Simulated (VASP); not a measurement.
**Se: single point with LDA**

Crystal: Se.

```
Se
1.0
     0.00000    2.97196    2.97196
     2.97196    0.00000    2.97196
     2.97196    2.97196    0.00000
Se
2
Direct
  0.80750 0.89750 0.89750
  0.19250 0.10250 0.10250
```

This cell differs from its parent crystal: shortest bond scaled by 0.82.

```
Program             : VASP 6.6.1
Task                : single point
Functional          : LDA
Potentials or basis : VASP PAW LDA potentials, release 64 (Se)
Cutoff              : 520 eV
k mesh              : 9 × 9 × 9
Occupations         : fermi-dirac, width 0.05 eV
Spin                : no spin polarisation
```

```yaml
Pressure: 12.4 GPa
Largest_force: 2.056 eV/Å
Band_gap_on_the_k_mesh: zero (bands 6 and 7 overlap by 3.20 eV)
```

Forces on the atoms (eV/Å):
```
Se  -1.187  1.187  1.187
Se   1.187 -1.187 -1.187
```

Stress tensor (GPa, compression positive):
```
12.36 -6.04 -6.04
-6.04 12.36  6.04
-6.04  6.04 12.36
```

Levels at points of the mesh, in eV from the Fermi level:
```
           k point  band 2  band 3  band 4  band 5  band 6  band 7  band 8  band 9  band 10  band 11
(0.00, 0.00, 0.00)   -9.13   -6.13   -2.31   -2.31   -2.24   -2.24    1.68    4.07     7.94     7.94
```

Wall time 27 s on 1 thread of Intel(R) Xeon(R) Platinum 8488C (Sapphire Rapids), with other jobs on the host, peak memory 0.17 GiB.

Caveat: the cell differs from its parent crystal (shortest bond scaled by 0.82); the cell stands under pressure; forces of over 1 eV/Å act on the atoms, so gaps and moduli don't describe the material at rest.
